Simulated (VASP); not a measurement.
# C (C2/m) in VASP: notebook

C is run at these levels: PBE; tasks: single point.

Everything below comes from runs of VASP 6.6.1. Logs are shortened: lines on timing, memory, paths and dates and some standing lists are left out, and cuts for length are marked.

## (1) The cell of the first run

It takes space group C2/m (No. 12, monoclinic). The conventional cell has a = 4.368 Å, b = 2.522 Å, c = 12.547 Å, α = 90.00°, β = 100.02°, γ = 90.00°. Within 2.1 Å of C (site symmetry m) lie 4 C at 1.54 Å. Within 2.1 Å of C (site symmetry m) lie 4 C at 1.54 Å. Within 2.1 Å of C (site symmetry m) lie 4 C at 1.54 Å. Within 2.1 Å of C (site symmetry m) lie 4 C at 1.54 Å. Within 2.1 Å of C (site symmetry m) lie 4 C at 1.54 Å. C (site symmetry m) has 5 C at 1.54 to 1.99 Å within 2.1 Å.

## (2) Single point, PBE (the part above a cut slid along it)

INCAR reads:

```
ALGO = Normal
EDIFF = 1E-6
ENCUT = 520
GGA = PE
ISIF = 2
ISMEAR = 0
LASPH = T
LCHARG = T
LELF = T
LREAL = F
LVHAR = T
LWAVE = F
NBANDS = 36
NELM = 60
PREC = Accurate
SIGMA = 0.05
```

KPOINTS reads:

```
k-points
0
Gamma
  10 10 2
```

POSCAR reads:

```
C
1.0
    1.7834000000     -1.7834000000      0.0000000000
    1.7834000000      0.0000000000     -1.7834000000
    8.9170000000      6.2419000000      6.2419000000
C
12
Direct
    0.5312333333      0.5312333333      0.2708666667
   -0.0521000000     -0.0521000000      0.1042000000
    0.1145666667      0.1145666667      0.4375333333
    0.2812333333      0.2812333333      0.7708666667
    0.6979000000      0.6979000000      0.6042000000
   -0.1354333333     -0.1354333333      0.9375333333
    0.4687333333      0.4687333333      0.3958666667
    0.8854000000      0.8854000000      0.2292000000
    0.0520666667      0.0520666667      0.5625333333
    0.2187333333      0.2187333333      0.8958666667
   -0.3646000000     -0.3646000000      0.7292000000
    0.3020666667      0.3020666667      0.0625333333
```

Potentials or basis: VASP PAW PBE potentials, release 64 (C).

The run is started by

```sh
$ cat potpaw_PBE.64/C/POTCAR > POTCAR
$ mpirun -np 1 vasp_std > vasp.out
```

OUTCAR:

```text
EDIFF = 1E-6
   ENCUT = 520
   GGA = PE
   ISIF = 2
   ISMEAR = 0
   LASPH = T
   LREAL = F
   NELM = 60
   PREC = Accurate

 ion  position               nearest neighbor table
   1  0.531  0.531  0.271-   7 1.54   8 1.54   8 1.54   8 1.54
   2  0.948  0.948  0.104-   8 1.54  12 1.54  12 1.54  12 1.54
   3  0.115  0.115  0.438-   7 1.54   7 1.54   7 1.54   9 1.54
   4  0.281  0.281  0.771-  10 1.54  11 1.54  11 1.54  11 1.54
   5  0.698  0.698  0.604-  11 1.54   9 1.54   9 1.54   9 1.54
   6  0.865  0.865  0.938-  10 1.54  10 1.54  10 1.54  12 1.99  12 1.99
   7  0.469  0.469  0.396-   3 1.54   3 1.54   3 1.54   1 1.54
   8  0.885  0.885  0.229-   2 1.54   1 1.54   1 1.54   1 1.54
   9  0.052  0.052  0.563-   3 1.54   5 1.54   5 1.54   5 1.54
  10  0.219  0.219  0.896-   6 1.54   6 1.54   6 1.54   4 1.54
  11  0.635  0.635  0.729-   5 1.54   4 1.54   4 1.54   4 1.54
  12  0.302  0.302  0.063-   2 1.54   2 1.54   2 1.54   6 1.99   6 1.99

  LATTYP: Found a face centered orthorhombic cell.
 ALAT       =     2.5221084671
 B/A-ratio  =     1.7320508076
 C/A-ratio  =     9.7979589711

  Lattice vectors:

 A1 = (   8.9170000000,   6.2419000000,   6.2419000000)
 A2 = (   7.1336000000,   6.2419000000,   8.0253000000)
 A3 = (   1.7834000000,  -1.7834000000,   0.0000000000)

Analysis of symmetry for initial positions (statically):
=====================================================================
 Subroutine PRICEL returns:
 Original cell was already a primitive cell.

 Routine SETGRP: Setting up the symmetry group for a
 face centered orthorhombic supercell.

 Subroutine GETGRP returns: Found  4 space group operations
 (whereof  2 operations were pure point group operations)
 out of a pool of  8 trial point group operations.

The static configuration has the point symmetry C_1h.
 The point group associated with its full space group is C_2h.

Analysis of symmetry for dynamics (positions and initial velocities):
=====================================================================
 Subroutine PRICEL returns:
 Original cell was already a primitive cell.

 Routine SETGRP: Setting up the symmetry group for a
 face centered orthorhombic supercell.

 Subroutine GETGRP returns: Found  4 space group operations
 (whereof  2 operations were pure point group operations)
 out of a pool of  8 trial point group operations.

The dynamic configuration has the point symmetry C_1h.
 The point group associated with its full space group is C_2h.

 Subroutine INISYM returns: Found  4 space group operations
 (whereof  2 operations are pure point group operations),
 and found     1 'primitive' translations

----------------------------------------------------------------------------------------

                                     Primitive cell

  volume of cell :      68.0656

  direct lattice vectors                    reciprocal lattice vectors
     1.783400000 -1.783400000  0.000000000     0.163545288 -0.397181414  0.163545288
     1.783400000  0.000000000 -1.783400000     0.163545288  0.163545288 -0.397181414
     8.917000000  6.241900000  6.241900000     0.046727225  0.046727225  0.046727225

  length of vectors
     2.522108467  2.522108467 12.547331199     0.459616360  0.459616360  0.080933928

  position of ions in fractional coordinates (direct lattice)
     0.531233333  0.531233333  0.270866667
     0.947900000  0.947900000  0.104200000
     0.114566667  0.114566667  0.437533333
     0.281233333  0.281233333  0.770866667
     0.697900000  0.697900000  0.604200000
     0.864566667  0.864566667  0.937533333
     0.468733333  0.468733333  0.395866667
     0.885400000  0.885400000  0.229200000
     0.052066667  0.052066667  0.562533333
     0.218733333  0.218733333  0.895866667
     0.635400000  0.635400000  0.729200000
     0.302066667  0.302066667  0.062533333

  ion indices of the primitive-cell ions
   primitive index   ion index
                 1           1
                 2           2
                 3           3
[... 41 lines left out ...]
|     classes:                                                                |
|                                                                             |
|        The reciprocal lattice is body-centered orthorhombic,                |
|        whereas your k-lattice is base-centered monoclinic.                  |
|                                                                             |
|     Results are often still useful ...                                      |
|                                                                             |
 -----------------------------------------------------------------------------

 WARNING: IBZKPT: internal override: KBLOWUP is changed to .FALSE.
      ... skipping the blow-up phase ...

 Subroutine IBZKPT returns following result:
 ===========================================

 Found     62 irreducible k-points:

 Following reciprocal coordinates:
            Coordinates               Weight
  0.000000  0.000000  0.000000      1.000000
  0.100000  0.000000 -0.000000      4.000000
  0.200000  0.000000 -0.000000      4.000000
  0.300000  0.000000  0.000000      4.000000
  0.400000  0.000000  0.000000      4.000000
  0.500000  0.000000  0.000000      2.000000
[... 16 lines left out ...]
  0.300000  0.300000  0.000000      2.000000
  0.400000  0.300000  0.000000      4.000000
 [... further k-points ...]
   k-points           NKPTS =     62   k-points in BZ     NKDIM =     62   number of bands    NBANDS=     36
   number of dos      NEDOS =    301   number of ions     NIONS =     12
   total plane-waves  NPLWV =  38400
   dimension x,y,z NGX =    20 NGY =   20 NGZ =   96
   dimension x,y,z NGXF=    40 NGYF=   40 NGZF=  192
   ions per type =              12
   NGX,Y,Z   is equivalent  to a cutoff of  13.18, 13.18, 12.72 a.u.
   NGXF,Y,Z  is equivalent  to a cutoff of  26.37, 26.37, 25.44 a.u.
 SYSTEM =  unknown system
   PREC   = accura    normal or accurate (medium, high low for compatibility)
   ISTART =      0    job   : 0-new  1-cont  2-samecut
   ICHARG =      2    charge: 1-file 2-atom 10-const
   ISPIN  =      1    spin polarized calculation?
   LNONCOLLINEAR =      F non collinear calculations
   LSORBIT =      F    spin-orbit coupling
   LASPH  =      T    aspherical Exc in radial PAW
   ENCUT  =  520.0 eV  38.22 Ry    6.18 a.u.   4.69  4.69 23.33*2*pi/ulx,y,z
   NELM   =     60;   NELMIN=  2; NELMDL= -5     # of ELM steps
   EDIFF  = 0.1E-05   stopping-criterion for ELM
   LREAL  =      F    real-space projection
   EDIFFG = 0.1E-04   stopping-criterion for IOM
   NSW    =      0    number of steps for IOM
   IBRION =     -1    ionic relax: 0-MD 1-quasi-New 2-CG
   NFREE  =      0    steps in history (QN), initial steepest desc. (CG)
   ISIF   =      2    stress and relaxation
   ISYM   =      2    0-nonsym 1-usesym 2-fastsym
   POTIM  = 0.5000    time-step for ionic-motion
   TEBEG  =    0.0;   TEEND  =   0.0 temperature during run
   PSTRESS=    0.0 pullay stress
   NELECT =      48.0000    total number of electrons
   NUPDOWN=      -1.0000    fix difference up-down
   EMIN   =  10.00;   EMAX   =-10.00  energy-range for DOS
   EFERMI =   0.00;   METHOD = LEGACY
   ISMEAR =     0;   SIGMA  =   0.05  broadening in eV -4-tet -1-fermi 0-gaus
   EFERMI_NEDOS =   21; number of points for ismear=-14 and -15
   IALGO  =     38    algorithm
   IMIX   =      4    mixing-type and parameters
     AMIX     =   0.40;   BMIX     =  1.00
     AMIX_MAG =   1.60;   BMIX_MAG =  1.00
  volume/ion in A,a.u.               =       5.67        38.28
  Fermi-wavevector in a.u.,A,eV,Ry     =   1.457178  2.753668 28.890189  2.123369
  Thomas-Fermi vector in A             =   2.574010
   LORBIT       =      0    0 simple, 1 ext, 2 COOP (PROOUT), +10 PAW based schemes
   GGA     = PE    functional components
   LHFCALC =     F    Hartree Fock is set to
   AEXX    =    0.0000 exact exchange contribution
   IVDW    =     0    specifies the selected vdW correction
   LEPSILON=     F    determine dielectric tensor
   LRPA    =     F    only Hartree local field effects (RPA)
 non-spin polarized calculation
 Gauss-broadening in eV      SIGMA  =   0.05
  energy-cutoff  :      520.00
  volume of cell :       68.07
 maximum number of plane-waves:      1850
   NGX =  9   NGY =  9   NGZ = 47

 number of electron      47.9999996 magnetization

 Free energy of the ion-electron system (eV)
  ---------------------------------------------------
  ext. energy  EPLUGINS =         0.00000000
  ---------------------------------------------------
  free energy    TOTEN  =      -105.11239377 eV

  energy without entropy =     -105.11115658  energy(sigma->0) =     -105.11177517

 E-fermi :  10.2081     XC(G=0): -13.2975

 val. band max:       10.2068581198   @ k =  -0.3000   0.2000   0.0000
 cond. band min:      10.2698375164   @ k =   0.1000   0.0000  -0.0000
 fundamental gap:      0.0629793965
 Fermi energy:        10.2081499061

 k-point     1 :       0.0000    0.0000    0.0000
  band No.  band energies     occupation
      1     -11.7404      2.00000
      2     -10.9759      2.00000
      3     -10.9638      2.00000
      4      -8.7614      2.00000
      5      -8.6698      2.00000
      6      -5.9919      2.00000
[... 925 lines left out ...]
     35      19.2822      0.00000
     36      19.3995      0.00000

 [... further k-points ...]

------------------------ aborting loop because EDIFF is reached ----------------------------------------

  FORCE on cell =-STRESS in cart. coord.  units (eV):
  Direction    XX          YY          ZZ          XY          YZ          ZX
  --------------------------------------------------------------------------------------
  -------------------------------------------------------------------------------------
  Total        8.4605035     -1.1864088     -1.1864088      4.4807340      2.1486517      4.4807344
  in kB      199.1495179    -27.9265570    -27.9265570    105.4707941     50.5765341    105.4708030
  external PRESSURE =      47.7654680 kB  Pullay stress =       0.0000000 kB

 VOLUME and BASIS-vectors are now :
 -----------------------------------------------------------------------------
  energy-cutoff  :      520.00
  volume of cell :       68.07
      direct lattice vectors                 reciprocal lattice vectors
     1.783400000 -1.783400000  0.000000000     0.163545288 -0.397181414  0.163545288
     1.783400000  0.000000000 -1.783400000     0.163545288  0.163545288 -0.397181414
     8.917000000  6.241900000  6.241900000     0.046727225  0.046727225  0.046727225

 POSITION                                       TOTAL-FORCE (eV/Angst)
 -----------------------------------------------------------------------------------
      4.31012      0.74332      0.74332        -0.023737     -0.071082     -0.071082
      4.31012     -1.04008     -1.04008         0.996365     -0.280291     -0.280291
      4.31012      2.52672      2.52672        -0.040169     -0.042531     -0.042531
      7.87692      4.31012      4.31012        -0.604159     -0.147259     -0.147259
      7.87692      2.52672      2.52672        -0.067352     -0.046047     -0.046047
     11.44372      4.31012      4.31012        -1.999754     -1.763546     -1.763546
      5.20182      1.63502      1.63502         0.067352      0.046047      0.046047
      5.20182     -0.14838     -0.14838         0.604159      0.147259      0.147259
      5.20182      3.41842      3.41842         0.040169      0.042531      0.042531
      8.76862      5.20182      5.20182        -0.996365      0.280291      0.280291
      8.76862      3.41842      3.41842         0.023737      0.071082      0.071082
      1.63502     -0.14838     -0.14838         1.999754      1.763546      1.763546
 -----------------------------------------------------------------------------------
    total drift:                               -0.000000     -0.000000     -0.000000

  FREE ENERGIE OF THE ION-ELECTRON SYSTEM (eV)
  ---------------------------------------------------
  free  energy   TOTEN  =      -105.1123937658 eV

  energy  without entropy=     -105.1111565789  energy(sigma->0) =     -105.11177517
```

Run time: 3.6 min. Hardware: 1 thread of Intel Xeon 8259CL, shared host; peak memory 0.24 GiB.

What came out:

| Item | Value |
| --- | --- |
| Free energy | -105.1124 eV |
| Pressure | 4.8 GPa |
| Largest force | 3.197 eV/Å |
| Band gap on the k mesh | zero (bands 24 and 25 overlap by 0.17 eV) |

Forces in eV/Å, atoms in the order of the input:
```
C   -0.024 -0.071 -0.071
C    0.996 -0.280 -0.280
C   -0.040 -0.043 -0.043
C   -0.604 -0.147 -0.147
C   -0.067 -0.046 -0.046
C   -2.000 -1.764 -1.764
C    0.067  0.046  0.046
C    0.604  0.147  0.147
C    0.040  0.043  0.043
C   -0.996  0.280  0.280
C    0.024  0.071  0.071
C    2.000  1.764  1.764
```

Stress tensor (GPa, compression positive):
```
19.91 10.55 10.55
10.55 -2.79  5.06
10.55  5.06 -2.79
```

Levels at points of the mesh, in eV from the Fermi level:
```csv
k point,band 22,band 23,band 24,band 25,band 26,band 27
"(0.00, 0.00, 0.00)",-0.81,-0.66,0.15,4.63,5.33,5.52
"(0.50, 0.00, 0.00)",-4.22,-3.56,-1.82,0.96,4.39,4.61
"(0.50, 0.50, 0.00)",-3.95,-3.31,-2.75,2.90,4.29,4.74
"(0.00, 0.00, 0.50)",-0.74,-0.73,-0.52,5.02,5.11,5.42
"(0.50, 0.00, 0.50)",-3.79,-3.57,-1.74,0.90,4.41,4.54
"(0.50, 0.50, 0.50)",-3.68,-3.64,-2.47,2.79,4.43,4.64
```

Caveat: the cell differs from its parent crystal (the part above a cut slid along it); the stress differs along the axes, from -3 to 20 GPa; forces of over 1 eV/Å act on the atoms, so gaps and moduli don't describe the material at rest.

(Part 1 of 3 ends here.)

The gap in the log of VASP goes by the Fermi energy; the results here count the filled bands.